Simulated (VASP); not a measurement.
# ZnO (P6_3mc) in VASP: notebook, part 2 of 2

VASP 6.6.1.

## (3) Relaxation of the atoms, PBE (z stretched by -1 %)

The input, INCAR:

```
PREC = Accurate ; ENCUT = 520
EDIFF = 1E-7 ; ISMEAR = -1
SIGMA = 0.02 ; LREAL = F
LASPH = T ; NELM = 120
ALGO = Normal ; ISIF = 2
LWAVE = F ; LCHARG = F
GGA = PE ; IBRION = 2
NSW = 80 ; EDIFFG = -0.02
GGA_COMPAT = F ; NELMIN = 4
```

The input, KPOINTS:

```
Automatic mesh
0
Gamma
  11 11 6
```

The input, POSCAR:

```
ZnO
1.0
    3.2494000000      0.0000000000      0.0000000000
   -1.6247000000      2.8140629471      0.0000000000
    0.0000000000      0.0000000000      5.1517620000
Zn O
2 2
Direct
    0.3333333333      0.6666666667      0.0004799578
    0.6666666667      0.3333333333      0.5004799578
    0.3333333333      0.6666666667      0.3816200422
    0.6666666667      0.3333333333      0.8816200422
```

Potentials or basis: VASP PAW PBE potentials, release 64 (Zn, O).

Run with:

```bash
cat potpaw_PBE.64/Zn/POTCAR potpaw_PBE.64/O/POTCAR > POTCAR
mpirun -np 1 vasp_std > vasp.out
```

OUTCAR:

```text
PREC = Accurate
   ENCUT = 520
   EDIFF = 1E-7
   ISMEAR = -1
   LREAL = F
   LASPH = T
   NELM = 120
   ISIF = 2
   GGA = PE
   IBRION = 2
   NSW = 80
   EDIFFG = -0.02
   NELMIN = 4

 ion  position               nearest neighbor table
   1  0.333  0.667  0.000-   3 1.96   4 1.97   4 1.97   4 1.97
   2  0.667  0.333  0.500-   4 1.96   3 1.97   3 1.97   3 1.97
   3  0.333  0.667  0.382-   1 1.96   2 1.97   2 1.97   2 1.97
   4  0.667  0.333  0.882-   2 1.96   1 1.97   1 1.97   1 1.97

  LATTYP: Found a hexagonal cell.
 ALAT       =     3.2494000000
 C/A-ratio  =     1.5854502370

  Lattice vectors:

 A1 = (   3.2494000000,   0.0000000000,   0.0000000000)
 A2 = (  -1.6247000000,   2.8140629471,   0.0000000000)
 A3 = (   0.0000000000,   0.0000000000,   5.1517620000)

Analysis of symmetry for initial positions (statically):
=====================================================================
 Subroutine PRICEL returns:
 Original cell was already a primitive cell.

 Routine SETGRP: Setting up the symmetry group for a
 hexagonal supercell.
[... 176 lines left out ...]

  FORCE on cell =-STRESS in cart. coord.  units (eV):
  Direction    XX          YY          ZZ          XY          YZ          ZX
  --------------------------------------------------------------------------------------
  -------------------------------------------------------------------------------------
  Total        1.9301590      1.9301590      2.8737296      0.0000000      0.0000000      0.0000000
  in kB       65.6463968     65.6463968     97.7380569      0.0000000      0.0000000      0.0000000
  external PRESSURE =      76.3436168 kB  Pullay stress =       0.0000000 kB
[... 63 lines left out ...]
--------------------------------------- Ionic step        3  -------------------------------------------

 number of electron      36.0000022 magnetization

 Free energy of the ion-electron system (eV)
  ---------------------------------------------------
  ext. energy  EPLUGINS =         0.00000000
  ---------------------------------------------------
  free energy    TOTEN  =       -17.79949299 eV

  energy without entropy =      -17.79949299  energy(sigma->0) =      -17.79949299

 E-fermi :   1.6807     XC(G=0): -10.9664

 val. band max:        1.2926538527   @ k =   0.0000   0.0000   0.0000
 cond. band min:       2.1089070928   @ k =   0.0000   0.0000   0.0000
 fundamental gap:      0.8162532401
 Fermi energy:         1.6806658346

 k-point     1 :       0.0000    0.0000    0.0000
  band No.  band energies     occupation
      1     -16.8755      2.00000
      2     -16.1156      2.00000
      3      -4.4591      2.00000
      4      -4.4591      2.00000
      5      -4.3568      2.00000
      6      -4.3454      2.00000
[... 589 lines left out ...]
     21       9.7945      0.00000
     22      11.1920      0.00000

 [... further k-points ...]

------------------------ aborting loop because EDIFF is reached ----------------------------------------

  FORCE on cell =-STRESS in cart. coord.  units (eV):
  Direction    XX          YY          ZZ          XY          YZ          ZX
  --------------------------------------------------------------------------------------
  -------------------------------------------------------------------------------------
  Total        2.0620692      2.0620692      2.5426238      0.0000000      0.0000000      0.0000000
  in kB       70.1327787     70.1327787     86.4768622      0.0000000      0.0000000      0.0000000
  external PRESSURE =      75.5808065 kB  Pullay stress =       0.0000000 kB
[... 19 lines left out ...]
  FREE ENERGIE OF THE ION-ELECTRON SYSTEM (eV)
  ---------------------------------------------------
  free  energy   TOTEN  =       -17.7994929948 eV

  energy  without entropy=      -17.7994929948  energy(sigma->0) =      -17.79949299

 reached required accuracy - stopping structural energy minimisation
```

CONTCAR:

```text
ZnO
   1.00000000000000
     3.2494000000000001    0.0000000000000000    0.0000000000000000
    -1.6247000000000000    2.8140629471000000    0.0000000000000000
     0.0000000000000000    0.0000000000000000    5.1517619999999997
  Zn              O
     2     2
Direct
     0.3333333332999970    0.6666666667000030    0.9990640185468740
     0.6666666667000030    0.3333333332999970    0.4990640185468740
     0.3333333332999970    0.6666666667000030    0.3830359814531272
     0.6666666667000030    0.3333333332999970    0.8830359814531272

  0.00000000E+00  0.00000000E+00  0.00000000E+00
  0.00000000E+00  0.00000000E+00  0.00000000E+00
  0.00000000E+00  0.00000000E+00  0.00000000E+00
  0.00000000E+00  0.00000000E+00  0.00000000E+00
```

Run time: 78 s. Hardware: 1 thread of Intel Xeon Platinum 8259CL at 2.50GHz (Skylake/Cascade Lake), shared host; peak memory 0.19 GiB.

Results:

```
Free energy               : -17.7995 eV
Energy gained by relaxing : 0.4 meV/atom
Ionic steps               : 3
Pressure after relaxing   : 7.6 GPa
Band gap on the k mesh    : 0.82 eV
```

Forces on the atoms (eV/Å):
```
Zn   0.000  0.000 -0.003
Zn   0.000  0.000 -0.003
O    0.000  0.000  0.003
O    0.000  0.000  0.003
```

The path:
| step | energy change (eV) | largest force (eV/Å) | pressure (GPa) |
| --- | --- | --- | --- |
| 1 | 0.0000 | 0.1079 | 7.63 |
| 2 | -0.0015 | 0.0323 | 7.55 |
| 3 | -0.0016 | 0.0029 | 7.56 |

Final structure:
```yaml
crystal:
  lattice:
    - [3.24940, 0.00000, 0.00000]
    - [-1.62470, 2.81406, 0.00000]
    - [0.00000, 0.00000, 5.15176]
  atoms:
    - { symbol: Zn, position: [0.33333, 0.66667, 0.99906] }
    - { symbol: Zn, position: [0.66667, 0.33333, 0.49906] }
    - { symbol: O, position: [0.33333, 0.66667, 0.38304] }
    - { symbol: O, position: [0.66667, 0.33333, 0.88304] }
```

Caveat: the cell differs from its parent crystal (z stretched by -1 %).

## (4) Relaxation of the atoms, PBE

This run uses another cell than the first one, of 11.90 Å³/atom.

The input, INCAR:

```
SYSTEM = ZnO
PREC = Accurate ; ENCUT = 520
EDIFF = 1E-7 ; ISMEAR = -1
SIGMA = 0.02 ; LREAL = .False.
LASPH = .True. ; NELM = 120
ALGO = Normal ; ISIF = 2
LWAVE = .False. ; LCHARG = .False.
GGA = PE ; IBRION = 2
NSW = 80 ; EDIFFG = -0.02
GGA_COMPAT = .False. ; NELMIN = 4
```

The input, KPOINTS:

```
Automatic mesh
0
Gamma
  11 11 6
  0 0 0
```

The input, POSCAR:

```
ZnO
1.0
    3.2494000000      0.0000000000      0.0000000000
   -1.6247000000      2.8140629471      0.0000000000
    0.0000000000      0.0000000000      5.2038000000
Zn O
2 2
Direct
    0.3333333333      0.6666666667      0.0000000000
    0.6666666667      0.3333333333      0.5000000000
    0.3333333333      0.6666666667      0.3821000000
    0.6666666667      0.3333333333      0.8821000000
```

Run with:

```bash
cat potpaw_PBE.64/Zn/POTCAR potpaw_PBE.64/O/POTCAR > POTCAR
mpirun -np 1 vasp_std > vasp.out
```

It took 3 min on 1 thread of AMD EPYC 7R43 (Zen 3), shared host; peak memory 0.16 GiB.

It converged, with:

| Property | Result |
| --- | --- |
| Free energy | -17.8224 eV |
| Energy gained by relaxing | 0.0 meV/atom |
| Ionic steps | 2 |
| Pressure after relaxing | 6.0 GPa |
| Largest force after relaxing | 0.012 eV/Å |
| Band gap on the k mesh | 0.79 eV |

Forces on the atoms (eV/Å):
```
Zn   0.000  0.000  0.012
Zn   0.000  0.000  0.012
O    0.000  0.000 -0.012
O    0.000  0.000 -0.012
```

Stress tensor (GPa, compression positive):
```
5.81 0.00 0.00
0.00 5.81 0.00
0.00 0.00 6.37
```

The path:
```csv
step,energy change (eV),largest force (eV/Å),pressure (GPa)
1,0.0000,0.0327,6.03
2,-0.0001,0.0118,6.00
```

Final structure:
```
Zn O
1.0
     3.24940    0.00000    0.00000
    -1.62470    2.81406    0.00000
     0.00000    0.00000    5.20380
Zn O
2 2
Direct
  0.33333 0.66667 0.00030
  0.66667 0.33333 0.50030
  0.33333 0.66667 0.38180
  0.66667 0.33333 0.88180
```

Levels at points of the mesh, in eV from the valence-band top:
| k point | band 16 | band 17 | band 18 | band 19 | band 20 | band 21 |
| --- | --- | --- | --- | --- | --- | --- |
| (0.00, 0.00, 0.00) | -0.09 | 0.00 | 0.00 | 0.79 | 5.19 | 8.25 |
| (0.00, 0.00, 0.50) | -0.39 | -0.39 | -0.39 | 3.46 | 3.46 | 10.10 |

## (5) The runs side by side

```tsv
cell	gap on the mesh (eV)	pressure (GPa)
atoms relaxed from a = 3.292, b = 3.292, c = 5.272 Å, angles 90.0, 90.0, 120.0°, 4 atoms	0.73	0.4
atoms relaxed from a = 3.249, b = 3.249, c = 5.152 Å, angles 90.0, 90.0, 120.0°, 4 atoms	0.82	7.6
atoms relaxed from a = 3.249, b = 3.249, c = 5.204 Å, angles 90.0, 90.0, 120.0°, 4 atoms	0.79	6.0
```

Alike in all rows: task relaxation of the atoms; level PBE; potentials or basis VASP PAW PBE potentials, release 64 (Zn, O); no spin polarisation; k mesh 11 × 11 × 6; cutoff (eV) 520; smearing fermi-dirac 0.02 eV.

Caveats: the relaxation stopped at its first step, so nothing moved (at least some runs).

Absolute energies hang on the potentials; compare differences alone.
